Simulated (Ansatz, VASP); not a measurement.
Ag: VASP beside Ansatz

File INCAR:

```
SYSTEM = Ag
PREC = Accurate
ENCUT = 520
EDIFF = 1E-6
ISMEAR = -1
SIGMA = 0.03
LREAL = .False.
LASPH = .True.
NELM = 80
ALGO = Normal
ISIF = 2
LWAVE = .False.
LCHARG = .False.
GGA = PS
NBANDS = 12
```

Contents of KPOINTS:

```
regular mesh
0
Gamma
  15 15 15
  0 0 0
```

The input POSCAR:

```
Ag
1.0
    0.0000000000      2.0431000000      2.0635310000
    2.0431000000      0.0000000000      2.0635310000
    2.0431000000      2.0431000000      0.0000000000
Ag
1
Direct
    0.0000000000      0.0000000000      0.0000000000
```

Input for Ansatz:

```yaml
crystal:
  lattice:
    - [0.0, 2.0431, 2.063531]
    - [2.0431, 0.0, 2.063531]
    - [2.0431, 2.0431, 0.0]
  atoms:
    - { symbol: Ag, position: [0.0, 0.0, 0.0] }
kpoints:
  mp_grid: { grid: [15, 15, 15] }
  band_path:
    path:
      - [0.0, 0.0, 0.0]
      - [0.0, 0.5, 0.5]
      - [0.25, 0.75, 0.5]
      - [0.0, 0.5, 0.0]
      - [0.0, 0.0, 0.0]
      - [0.5, 0.5, 0.0]
      - [0.3725370062, 0.6274629938, 0.0]
      - [-0.3725370062, 0.3725370062, 0.0]
      - [0.0, 0.0, 0.0]
    npoints: 5
scf:
  occupations: { method: fermi_dirac, width: 0.03 }
hamiltonian:
  xc: pbesol
  pseudopotentials: { kind: all_electron, lapw: { basis_error: 0.0005 } }
output:
  forces: true
  stress: true
  eigenvalues: true
```

Change from the starting cell: zz strain of +1 %.

Alike in both runs: task single point; functional PBEsol; k mesh 15 × 15 × 15; occupations fermi-dirac, width 0.03 eV; no spin polarisation.

```csv
,VASP,Ansatz
version,VASP 6.6.1,Ansatz 0.2.0
potentials or method,"VASP PAW PBE potentials, release 64 (Ag), cutoff 520 eV","all-electron LAPW, scalar-relativistic"
```

|  | VASP | Ansatz | Ansatz less VASP |
| --- | --- | --- | --- |
| pressure (GPa) | -3.9 | -3.8 | +0.16 |

VASP's potentials were made for PBE, not for PBEsol. Ansatz ran all-electron here, and VASP with PAW potentials.
